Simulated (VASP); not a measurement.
The system is TePb.

```
CELL_PARAMETERS angstrom
0.00000 3.23100 3.23100
3.23100 0.00000 3.23100
3.23100 3.23100 0.00000
ATOMIC_POSITIONS crystal
Te 0.50000 0.50000 0.50000
Pb 0.00000 0.00000 0.00000
```

| Item | Value |
| --- | --- |
| Program | VASP 6.6.1 |
| Task | relaxation of cell and atoms |
| Functional | LDA |
| Potentials or basis | VASP PAW LDA potentials, release 64 (Te, Pb_d) |
| Cutoff | 600 eV |
| k mesh | 8 × 8 × 8 |
| Occupations | fermi-dirac, width 0.02 eV |
| Spin | no spin polarisation |

At the start: pressure -1.6 GPa; volume 33.73 Å³/atom.

Question: Where does the relaxation end?

Answer: Over 3 steps the energy falls by 6.2 meV/atom and the volume is 32.55 Å³/atom (-3.5 %); space group Fm-3m (No. 225, to 0.1 Å) before and after.

Step by step:
| step | energy change (eV) | largest force (eV/Å) | pressure (GPa) | volume (Å³) |
| --- | --- | --- | --- | --- |
| 1 | 0.0000 | 0.0000 | -1.62 | 67.46 |
| 2 | -0.0103 | 0.0000 | 0.72 | 64.18 |
| 3 | -0.0123 | 0.0000 | -0.01 | 65.10 |

Final structure:
```yaml
crystal:
  lattice:
    - [0.00000, 3.19281, 3.19281]
    - [3.19281, 0.00000, 3.19281]
    - [3.19281, 3.19281, 0.00000]
  atoms:
    - { symbol: Te, position: [0.50000, 0.50000, 0.50000] }
    - { symbol: Pb, position: [0.00000, 0.00000, 0.00000] }
```
